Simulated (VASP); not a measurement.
**NbH: single point with LDA**

Crystal: NbH.

```
CELL_PARAMETERS angstrom
-1.58104 1.58104 2.04991
1.58104 -1.58104 2.04991
1.58104 1.58104 -2.04991
ATOMIC_POSITIONS crystal
Nb 0.00000 0.00000 0.00000
H 0.50000 0.50000 0.00000
```

This cell differs from its parent crystal: ratio of the length along z to the lengths across it x 1.05, volume and fractional coordinates fixed.

```yaml
Program: VASP 6.6.1
Task: single point
Functional: LDA
Potentials_or_basis: VASP PAW LDA potentials, release 64 (Nb_sv, H)
Cutoff: 520 eV
k_mesh: 22 × 22 × 22
Occupations: gaussian, width 0.15 eV
Spin: no spin polarisation
Dipole_correction: no
Further_INCAR_settings: ALGO = Normal; EDIFF = 1e-06; NBANDS = 14
```

```yaml
Pressure: -11.5 GPa
Band_gap_on_the_k_mesh: zero (band 7 reaches 13.92 eV, above the bottom of band 8 at 10.25 eV)
```

Stress tensor (GPa, compression positive):
```
-10.52   0.00   0.00
  0.00 -10.52   0.00
  0.00   0.00 -13.55
```

Levels at points of the mesh, in eV from the Fermi level:
```csv
k point,band 4,band 5,band 6,band 7,band 8,band 9,band 10,band 11
"(0.00, 0.00, 0.00)",-30.39,-9.40,-0.48,-0.48,0.41,1.36,2.15,9.48
"(0.50, 0.00, 0.00)",-30.46,-4.67,-4.22,-1.21,-0.28,3.50,4.16,7.64
"(0.50, 0.50, 0.00)",-30.61,-7.85,-3.22,1.71,3.49,4.02,4.83,8.06
"(0.50, 0.50, 0.50)",-30.82,-7.87,-3.44,3.21,3.73,4.48,4.48,8.17
```

Wall time 110 s on 1 thread of Intel(R) Xeon(R) Platinum 8259CL CPU @ 2.50GHz (Skylake/Cascade Lake), on a shared host, peak memory 0.33 GiB.
